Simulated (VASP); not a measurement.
## V: single point with PBE

Crystal: V.

```xyz
2
Lattice="-2.3293 2.3293 1.2930 2.3293 -2.3293 1.2930 2.3293 2.3293 -1.2930" Properties=species:S:1:pos:R:3 pbc="T T T"
V     0.0000   -1.1646   -0.3233
V     0.0000    1.1646    0.3233
```

- Program: VASP 6.6.1
- Task: single point
- Functional: PBE
- Potentials or basis: VASP PAW PBE potentials, release 64 (V_sv)
- Cutoff: 520 eV
- k mesh: 17 × 17 × 17
- Occupations: fermi-dirac, width 0.1 eV
- Spin: no spin polarisation

| Property | Result |
| --- | --- |
| Pressure | 0.1 GPa |
| Band gap on the k mesh | zero (bands 13 and 14 overlap by 0.90 eV) |

Stress tensor (GPa, compression positive):
```
0.16 0.00 0.00
0.00 0.16 0.00
0.00 0.00 0.01
```

Levels at points of the mesh, in eV from the Fermi level:
| k point | band 11 | band 12 | band 13 | band 14 | band 15 | band 16 |
| --- | --- | --- | --- | --- | --- | --- |
| (0.00, 0.00, 0.00) | -1.87 | -1.35 | -0.69 | 1.85 | 1.85 | 1.90 |

It took 90 s on 1 thread of Intel(R) Xeon(R) 6975P-C (Granite Rapids), on a shared host, peak memory 0.3 GiB.
